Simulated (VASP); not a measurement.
Write the native input for VASP 6.6.1 that does the following.

```
Task                   : single point
Functional             : PBEsol
Potentials or basis    : VASP PAW PBE potentials, release 64 (Si, O)
Cutoff                 : 520 eV
k mesh                 : 6 × 6 × 8
Occupations            : gaussian, width 0.02 eV
Spin                   : no spin polarisation
Dipole correction      : no
Further INCAR settings : ALGO = Normal; EDIFF = 1e-06; NBANDS = 25
```

The structure of SiO2 (ae) lies in POSCAR:

```
SiO2
1.0
    4.1944456875      0.0000000000      0.0000000000
    0.0000000000      4.1944456875      0.0000000000
    0.0000000000      0.0000000000      2.6782679635
Si O
2 4
Direct
    0.0000000000      0.0000000000      0.0000000000
    0.5000000000      0.5000000000      0.5000000000
    0.3060464345      0.3060464345      0.0000000000
    0.1939535655      0.8060464345      0.5000000000
    0.6939535655      0.6939535655      0.0000000000
    0.8060464345      0.1939535655      0.5000000000
```

One way to write it, as run:

INCAR

```
SYSTEM = SiO2
PREC     = Accurate       ! precision mode
ENCUT    = 520            ! plane-wave cutoff, eV
EDIFF    = 1E-6           ! SCF threshold, eV
ISMEAR   = 0              ! smearing method
SIGMA    = 0.02           ! smearing width, eV
LREAL    = .False.        ! projectors in reciprocal space
LASPH    = .True.         ! aspherical terms in the spheres
NELM     = 100            ! most SCF steps
ALGO     = Normal         ! electronic algorithm
ISIF     = 2              ! what is computed and relaxed
LWAVE    = .False.        ! write WAVECAR
LCHARG   = .True.         ! write CHGCAR
GGA      = PS             ! functional
LELF     = .True.         ! ELF
LVHAR    = .True.       
NBANDS   = 25             ! bands
```

KPOINTS

```
regular mesh
0
Gamma
  6 6 8
  0 0 0
```

Potentials or basis: VASP PAW PBE potentials, release 64 (Si, O).

Launch:

```sh
$ cat potpaw_PBE.64/Si/POTCAR potpaw_PBE.64/O/POTCAR > POTCAR
$ mpirun -np 1 vasp_std > vasp.out
```

It gave:

The pressure is 0.7 GPa and the largest force is 0.034 eV/Å. The band gap on the k mesh is 5.36 eV, direct.

Caveat: the PAW data sets were made with another functional, which shifts forces and pressure a little.

Run time: 16 s on 1 thread of Intel(R) Xeon(R) 6975P-C (Granite Rapids), on a shared host, peak memory 0.17 GiB.
